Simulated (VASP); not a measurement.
The system is CaO (Lime).

```
Ca O
1.0
     0.00000    2.49800    2.49800
     2.49800    0.00000    2.49800
     2.49800    2.49800    0.00000
Ca O
1 1
Direct
  0.00000 0.00000 0.00000
  0.50000 0.50000 0.50000
```

This cell differs from its parent crystal: strain +4.2%.

Base run:

| Item | Value |
| --- | --- |
| Program | VASP 6.6.1 |
| Functional | PBE |
| Potentials or basis | VASP PAW PBE potentials, release 64 (Ca_sv, O) |
| Cutoff | 520 eV |
| k mesh | 10 × 10 × 10 |
| Occupations | fermi-dirac, width 0.02 eV |
| Spin | no spin polarisation |

Its results: band gap on the k mesh 3.64 eV, indirect (least direct gap 3.83 eV); pressure -8.2 GPa.

Q: The run is repeated on the same cell with these changes: functional from PBE to r2SCAN; occupations from fermi-dirac, width 0.02 eV to gaussian, width 0.01 eV. What comes out?

A: Band gap on the k mesh 4.18 eV, indirect (least direct gap 4.51 eV); pressure -10.4 GPa.

Caveats: the PAW data sets were made with another functional, which shifts forces and pressure a little (some runs).

A k mesh can miss the band edges.
